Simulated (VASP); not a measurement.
Input of a VASP 6.6.1 run:

Contents of INCAR:

```
SYSTEM = As
PREC = Accurate ; ENCUT = 520
EDIFF = 1E-6 ; ISMEAR = 1
SIGMA = 0.1 ; LREAL = .FALSE.
LASPH = .TRUE. ; NELM = 100
ALGO = Normal ; ISIF = 2
LWAVE = .FALSE. ; LCHARG = .FALSE.
GGA = CA ; NBANDS = 8
```

The input KPOINTS:

```
regular mesh
0
G
  9 9 9
  0 0 0
```

File POSCAR:

```
As
1.0
   -1.6461139385      1.6461139385      1.6461139385
    1.6461139385     -1.6461139385      1.6461139385
    1.6461139385      1.6461139385     -1.6461139385
As
1
Direct
    0.0000000000      0.0000000000      0.0000000000
```

Potentials or basis: VASP PAW LDA potentials, release 64 (As).

The run is started by

```console
$ cat potpaw_LDA.64/As/POTCAR > POTCAR
$ mpirun -np 1 vasp_std > vasp.out
```

Task: What does it give for the pressure?

Result: 0.4 GPa.
